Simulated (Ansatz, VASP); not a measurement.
## Pd: VASP beside Ansatz

```
Pd
1.0
     0.00000    1.99027    1.99027
     1.99027    0.00000    1.99027
     1.99027    1.99027    0.00000
Pd
1
Direct
  0.00000 0.00000 0.00000
```

Alike in both runs: functional RPBE; k mesh 16 × 16 × 16; occupations gaussian, width 0.1 eV; no spin polarisation.

Ansatz relaxed the structure, and its values are those at the end. VASP's run is a single point on that final structure, the one shown.

```csv
,VASP,Ansatz
version,VASP 6.6.1,Ansatz 0.2.0
potentials or method,"VASP PAW PBE potentials, release 64 (Pd), cutoff 500 eV","scalar-relativistic, plane waves, PAW"
valence electrons in the cell,10,18
```

|  | VASP | Ansatz | Ansatz less VASP |
| --- | --- | --- | --- |
| gap on the k mesh at the Fermi level (eV) | none | none | - |
| pressure (GPa) | -0.1 | 0.0 | +0.13 |

VASP's potentials were made for PBE, not for RPBE. A gap of «none» marks a metal or a gap that the smearing closes. With one functional, cell and mesh, what is left measures potentials, basis and numerics. VASP's potentials hold 10 valence electrons a cell and Ansatz's 18, so a difference there can come from the potentials and not from the codes.
